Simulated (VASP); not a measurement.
# MgS (km) (Fm-3m) in VASP: single point with PBEsol

Aim: the single point of MgS (km) with PBEsol.

All numbers are computed with VASP 6.6.1; they aren't measurements. Logs are shortened: lines on timing, memory, paths and dates and some standing lists are left out, and cuts for length are marked.

## Step 1: The cell of the first run

Symmetry: Fm-3m, No. 225, cubic system. The conventional cell has a = 5.182 Å, b = 5.182 Å, c = 5.182 Å, α = 90.00°, β = 90.00°, γ = 90.00°. Mg (site symmetry m-3m) has 6 S at 2.59 Å within 3.4 Å. Within 3.4 Å of S (site symmetry m-3m) lie 6 Mg at 2.59 Å.

## Step 2: Single point, PBEsol

Contents of INCAR:

```
PREC = Accurate
ENCUT = 600
EDIFF = 1E-6
ISMEAR = 0
SIGMA = 0.02
LREAL = False
LASPH = True
NELM = 120
ALGO = Normal
ISIF = 2
LWAVE = False
LCHARG = False
GGA = PS
NBANDS = 11
GGA_COMPAT = False
```

Contents of KPOINTS:

```
regular mesh
0
Gamma
  6 6 6
```

Contents of POSCAR:

```
MgS
1.0
    0.0000000000      2.5908700910      2.5908700910
    2.5908700910      0.0000000000      2.5908700910
    2.5908700910      2.5908700910      0.0000000000
Mg S
1 1
Direct
    0.0000000000      0.0000000000      0.0000000000
    0.5000000000      0.5000000000      0.5000000000
```

Potentials or basis: VASP PAW PBE potentials, release 64 (Mg, S).

Launch:

```sh
cat potpaw_PBE.64/Mg/POTCAR potpaw_PBE.64/S/POTCAR > POTCAR
mpirun -np 1 vasp_std > vasp.out
```

OUTCAR:

```text
PREC = Accurate
   ENCUT = 600
   EDIFF = 1E-6
   ISMEAR = 0
   LREAL = False
   LASPH = True
   NELM = 120
   ISIF = 2
   GGA = PS

 ion  position               nearest neighbor table
   1  0.000  0.000  0.000-   2 2.59   2 2.59   2 2.59   2 2.59   2 2.59   2 2.59
   2  0.500  0.500  0.500-   1 2.59   1 2.59   1 2.59   1 2.59   1 2.59   1 2.59

  LATTYP: Found a face centered cubic cell.
 ALAT       =     5.1817401820

  Lattice vectors:

 A1 = (   0.0000000000,   2.5908700910,   2.5908700910)
 A2 = (   2.5908700910,   0.0000000000,   2.5908700910)
 A3 = (   2.5908700910,   2.5908700910,   0.0000000000)

Analysis of symmetry for initial positions (statically):
=====================================================================
 Subroutine PRICEL returns:
 Original cell was already a primitive cell.

 Routine SETGRP: Setting up the symmetry group for a
 face centered cubic supercell.

 Subroutine GETGRP returns: Found 48 space group operations
 (whereof 48 operations were pure point group operations)
 out of a pool of 48 trial point group operations.

The static configuration has the point symmetry O_h .

Analysis of symmetry for dynamics (positions and initial velocities):
=====================================================================
 Subroutine PRICEL returns:
 Original cell was already a primitive cell.

 Routine SETGRP: Setting up the symmetry group for a
 face centered cubic supercell.

 Subroutine GETGRP returns: Found 48 space group operations
 (whereof 48 operations were pure point group operations)
 out of a pool of 48 trial point group operations.

The dynamic configuration has the point symmetry O_h .

 Subroutine INISYM returns: Found 48 space group operations
 (whereof 48 operations are pure point group operations),
 and found     1 'primitive' translations

----------------------------------------------------------------------------------------

                                     Primitive cell

  volume of cell :      34.7830

  direct lattice vectors                    reciprocal lattice vectors
     0.000000000  2.590870091  2.590870091    -0.192985361  0.192985361  0.192985361
     2.590870091  0.000000000  2.590870091     0.192985361 -0.192985361  0.192985361
     2.590870091  2.590870091  0.000000000     0.192985361  0.192985361 -0.192985361

  length of vectors
     3.664043621  3.664043621  3.664043621     0.334260450  0.334260450  0.334260450

  position of ions in fractional coordinates (direct lattice)
     0.000000000  0.000000000  0.000000000
     0.500000000  0.500000000  0.500000000

  ion indices of the primitive-cell ions
   primitive index   ion index
                 1           1
                 2           2

----------------------------------------------------------------------------------------

 KPOINTS: regular mesh

Automatic generation of k-mesh.
 Grid dimensions read from file:
 generate k-points for:    6    6    6

 Generating k-lattice:

  Cartesian coordinates                     Fractional coordinates (reciprocal lattice)
    -0.032164227  0.032164227  0.032164227     0.166666667  0.000000000  0.000000000
     0.032164227 -0.032164227  0.032164227     0.000000000  0.166666667  0.000000000
     0.032164227  0.032164227 -0.032164227     0.000000000  0.000000000  0.166666667

  Length of vectors
     0.055710075  0.055710075  0.055710075

  Shift w.r.t. Gamma in fractional coordinates (k-lattice)
     0.000000000  0.000000000  0.000000000

 Subroutine IBZKPT returns following result:
 ===========================================

 Found     16 irreducible k-points:

 Following reciprocal coordinates:
            Coordinates               Weight
  0.000000  0.000000  0.000000      1.000000
  0.166667  0.000000  0.000000      8.000000
  0.333333  0.000000  0.000000      8.000000
  0.500000  0.000000  0.000000      4.000000
  0.166667  0.166667  0.000000      6.000000
  0.333333  0.166667  0.000000     24.000000
[... 8 lines left out ...]
 -0.333333  0.333333  0.166667     24.000000
 -0.333333  0.500000  0.166667     12.000000
   k-points           NKPTS =     16   k-points in BZ     NKDIM =     16   number of bands    NBANDS=     11
   number of dos      NEDOS =    301   number of ions     NIONS =      2
   total plane-waves  NPLWV =  27000
   dimension x,y,z NGX =    30 NGY =   30 NGZ =   30
   dimension x,y,z NGXF=    60 NGYF=   60 NGZF=   60
   ions per type =               1   1
   NGX,Y,Z   is equivalent  to a cutoff of  13.61, 13.61, 13.61 a.u.
   NGXF,Y,Z  is equivalent  to a cutoff of  27.22, 27.22, 27.22 a.u.
 SYSTEM =  unknown system
   PREC   = accura    normal or accurate (medium, high low for compatibility)
   ISTART =      0    job   : 0-new  1-cont  2-samecut
   ICHARG =      2    charge: 1-file 2-atom 10-const
   ISPIN  =      1    spin polarized calculation?
   LNONCOLLINEAR =      F non collinear calculations
   LSORBIT =      F    spin-orbit coupling
   LASPH  =      T    aspherical Exc in radial PAW
   ENCUT  =  600.0 eV  44.10 Ry    6.64 a.u.   7.32  7.32  7.32*2*pi/ulx,y,z
   NELM   =    120;   NELMIN=  2; NELMDL= -5     # of ELM steps
   EDIFF  = 0.1E-05   stopping-criterion for ELM
   LREAL  =      F    real-space projection
   EDIFFG = 0.1E-04   stopping-criterion for IOM
   NSW    =      0    number of steps for IOM
   IBRION =     -1    ionic relax: 0-MD 1-quasi-New 2-CG
   NFREE  =      0    steps in history (QN), initial steepest desc. (CG)
   ISIF   =      2    stress and relaxation
   ISYM   =      2    0-nonsym 1-usesym 2-fastsym
   POTIM  = 0.5000    time-step for ionic-motion
   TEBEG  =    0.0;   TEEND  =   0.0 temperature during run
   PSTRESS=    0.0 pullay stress
   NELECT =       8.0000    total number of electrons
   NUPDOWN=      -1.0000    fix difference up-down
   EMIN   =  10.00;   EMAX   =-10.00  energy-range for DOS
   EFERMI =   0.00;   METHOD = LEGACY
   ISMEAR =     0;   SIGMA  =   0.02  broadening in eV -4-tet -1-fermi 0-gaus
   EFERMI_NEDOS =   21; number of points for ismear=-14 and -15
   IALGO  =     38    algorithm
   IMIX   =      4    mixing-type and parameters
     AMIX     =   0.40;   BMIX     =  1.00
     AMIX_MAG =   1.60;   BMIX_MAG =  1.00
  volume/ion in A,a.u.               =      17.39       117.36
  Fermi-wavevector in a.u.,A,eV,Ry     =   1.003034  1.895460 13.688524  1.006078
  Thomas-Fermi vector in A             =   2.135560
   LORBIT       =      0    0 simple, 1 ext, 2 COOP (PROOUT), +10 PAW based schemes
   GGA     = PS    functional components
   LHFCALC =     F    Hartree Fock is set to
   AEXX    =    0.0000 exact exchange contribution
   IVDW    =     0    specifies the selected vdW correction
   LEPSILON=     F    determine dielectric tensor
   LRPA    =     F    only Hartree local field effects (RPA)
 non-spin polarized calculation
 Gauss-broadening in eV      SIGMA  =   0.02
  energy-cutoff  :      600.00
  volume of cell :       34.78
 maximum number of plane-waves:      1211
 NGX is ok and might be reduce to    30
   NGX = 15   NGY = 15   NGZ = 15

 number of electron       8.0000000 magnetization

 Free energy of the ion-electron system (eV)
  ---------------------------------------------------
  ext. energy  EPLUGINS =         0.00000000
  ---------------------------------------------------
  free energy    TOTEN  =        -9.07249023 eV

  energy without entropy =       -9.07249023  energy(sigma->0) =       -9.07249023

 E-fermi :   3.9311     XC(G=0):  -9.8876

 val. band max:        3.7900306305   @ k =   0.0000   0.0000   0.0000
 cond. band min:       6.5173282246   @ k =   0.5000   0.5000   0.0000
 fundamental gap:      2.7272975941
 Fermi energy:         3.9310543396

 k-point     1 :       0.0000    0.0000    0.0000
  band No.  band energies     occupation
      1      -8.9653      2.00000
      2       3.7900      2.00000
      3       3.7900      2.00000
      4       3.7900      2.00000
      5       7.4797      0.00000
      6      11.6338      0.00000
      7      11.6338      0.00000
      8      11.6338      0.00000
      9      14.1129      0.00000
     10      14.1129      0.00000
     11      16.1133      0.00000

 k-point     2 :       0.1667    0.0000    0.0000
  band No.  band energies     occupation
      1      -8.6931      2.00000
      2       2.1164      2.00000
      3       3.6135      2.00000
      4       3.6135      2.00000
      5       8.5651      0.00000
      6      11.3564      0.00000
      7      11.9177      0.00000
      8      11.9177      0.00000
      9      13.3928      0.00000
     10      13.3928      0.00000
     11      16.1863      0.00000

 k-point     3 :       0.3333    0.0000    0.0000
  band No.  band energies     occupation
      1      -8.0325      2.00000
      2      -0.1520      2.00000
      3       3.3096      2.00000
      4       3.3096      2.00000
      5       8.4570      0.00000
      6      11.0615      0.00000
      7      11.0615      0.00000
      8      13.1814      0.00000
      9      15.2636      0.00000
     10      15.2636      0.00000
     11      15.2641      0.00000

 k-point     4 :       0.5000    0.0000    0.0000
  band No.  band energies     occupation
      1      -7.6067      2.00000
      2      -1.1727      2.00000
      3       3.1762      2.00000
      4       3.1762      2.00000
      5       8.2070      0.00000
      6      10.6283      0.00000
      7      10.6283      0.00000
      8      13.9896      0.00000
      9      15.8322      0.00000
     10      18.2299      0.00000
     11      18.2299      0.00000
[... 127 lines left out ...]
 k-point    14 :       0.5000    0.3333    0.1667
  band No.  band energies     occupation
      1      -7.5803      2.00000
      2       0.0011      2.00000
      3       1.5162      2.00000
      4       2.5104      2.00000
      5       9.0587      0.00000
      6      10.2839      0.00000
      7      11.0377      0.00000
      8      13.6329      0.00000
      9      15.3117      0.00000
     10      18.5864      0.00000
     11      19.1668      0.00000

 k-point    15 :      -0.3333    0.3333    0.1667
  band No.  band energies     occupation
      1      -7.2902      2.00000
      2      -0.2522      2.00000
      3       0.9806      2.00000
      4       2.1476      2.00000
      5       9.0934      0.00000
      6      10.4203      0.00000
      7      12.4159      0.00000
      8      12.6813      0.00000
      9      15.9830      0.00000
     10      17.7066      0.00000
     11      19.5552      0.00000

 k-point    16 :      -0.3333    0.5000    0.1667
  band No.  band energies     occupation
      1      -7.1826      2.00000
      2      -0.0856      2.00000
      3       1.1179      2.00000
      4       1.5081      2.00000
      5       8.1830      0.00000
      6       9.8760      0.00000
      7      12.9309      0.00000
      8      13.5361      0.00000
      9      17.6030      0.00000
     10      18.8326      0.00000
     11      19.2982      0.00000

------------------------ aborting loop because EDIFF is reached ----------------------------------------

  FORCE on cell =-STRESS in cart. coord.  units (eV):
  Direction    XX          YY          ZZ          XY          YZ          ZX
  --------------------------------------------------------------------------------------
  -------------------------------------------------------------------------------------
  Total       -0.0327866     -0.0327866     -0.0327866     -0.0000000      0.0000000     -0.0000000
  in kB       -1.5102213     -1.5102213     -1.5102213     -0.0000000      0.0000000     -0.0000000
  external PRESSURE =      -1.5102213 kB  Pullay stress =       0.0000000 kB

 VOLUME and BASIS-vectors are now :
 -----------------------------------------------------------------------------
  energy-cutoff  :      600.00
  volume of cell :       34.78
      direct lattice vectors                 reciprocal lattice vectors
     0.000000000  2.590870091  2.590870091    -0.192985361  0.192985361  0.192985361
     2.590870091  0.000000000  2.590870091     0.192985361 -0.192985361  0.192985361
     2.590870091  2.590870091  0.000000000     0.192985361  0.192985361 -0.192985361

 POSITION                                       TOTAL-FORCE (eV/Angst)
 -----------------------------------------------------------------------------------
      0.00000      0.00000      0.00000        -0.000000     -0.000000      0.000000
      2.59087      2.59087      2.59087         0.000000      0.000000     -0.000000
 -----------------------------------------------------------------------------------
    total drift:                               -0.000000     -0.000000      0.000000

  FREE ENERGIE OF THE ION-ELECTRON SYSTEM (eV)
  ---------------------------------------------------
  free  energy   TOTEN  =        -9.0724902311 eV

  energy  without entropy=       -9.0724902311  energy(sigma->0) =       -9.07249023
```

Run time: 14 s. Hardware: 1 thread of Intel Xeon Platinum 8259CL at 2.50GHz (Skylake/Cascade Lake), shared host; peak memory 0.16 GiB.

Results:

```
Free energy            : -9.0725 eV
Pressure               : -0.2 GPa
Band gap on the k mesh : 2.73 eV, indirect (least direct gap 3.69 eV)
```

Caveat: the PAW data sets were made with another functional, which shifts forces and pressure a little.
